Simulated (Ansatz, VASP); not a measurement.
**HfB: VASP beside Ansatz**

INCAR

```
SYSTEM = HfB
PREC = Accurate
ENCUT = 500
EDIFF = 1E-6
ISMEAR = 0
SIGMA = 0.15
LREAL = .FALSE.
LASPH = .TRUE.
NELM = 120
ALGO = Normal
ISIF = 2
LWAVE = .FALSE.
LCHARG = .FALSE.
GGA = PS
NBANDS = 14
GGA_COMPAT = .FALSE.
```

The input KPOINTS:

```
Automatic mesh
0
G
  18 18 18
  0 0 0
```

POSCAR

```
HfB
1.0
    0.0000000000      2.4255000000      2.2522500000
    2.4255000000      0.0000000000      2.2522500000
    2.4255000000      2.4255000000      0.0000000000
Hf B
1 1
Direct
    0.5000000000      0.5000000000      0.5000000000
    0.0000000000      0.0000000000      0.0000000000
```

Input for Ansatz:

```yaml
crystal:
  lattice:
    - [0.0, 2.4255, 2.25225]
    - [2.4255, 0.0, 2.25225]
    - [2.4255, 2.4255, 0.0]
  atoms:
    - { symbol: Hf, position: [0.5, 0.5, 0.5] }
    - { symbol: B, position: [0.0, 0.0, 0.0] }
basis:
  ecutwfc: 420
kpoints:
  mp_grid: { grid: [18, 18, 18] }
hamiltonian:
  xc: pbesol
scf:
  occupations: { method: gaussian, width: 0.15 }
output:
  forces: true
  stress: true
  eigenvalues: true
```

Change from the starting cell: strain +0.050 along x and y, -0.025 along z, atoms carried along.

Alike in both runs: task single point; functional PBEsol; k mesh 18 × 18 × 18; occupations gaussian, width 0.15 eV; no spin polarisation.

```csv
,VASP,Ansatz
version,VASP 6.6.1,Ansatz 0.2.0
potentials or method,"VASP PAW PBE potentials, release 64 (Hf_pv, B), cutoff 500 eV","scalar-relativistic, plane waves, PAW"
valence electrons in the cell,13,29
```

VASP gave:

| Item | Value |
| --- | --- |
| gap on the k mesh at the Fermi level (eV) | none |
| pressure (GPa) | 8.9 |
| traceless stress, the component that is largest in VASP (GPa) | 21.26 |

Question: Which values does Ansatz return?

Answer: gap on the k mesh at the Fermi level (eV): none; pressure (GPa): 8.3; traceless stress, the component that is largest in VASP (GPa): 20.93.

VASP's potentials were made for PBE, not for PBEsol. A gap of «none» marks a metal or a gap that the smearing closes. VASP's potentials hold 13 valence electrons a cell and Ansatz's 29, so a difference there can come from the potentials and not from the codes.

Spin-orbit coupling is off throughout.
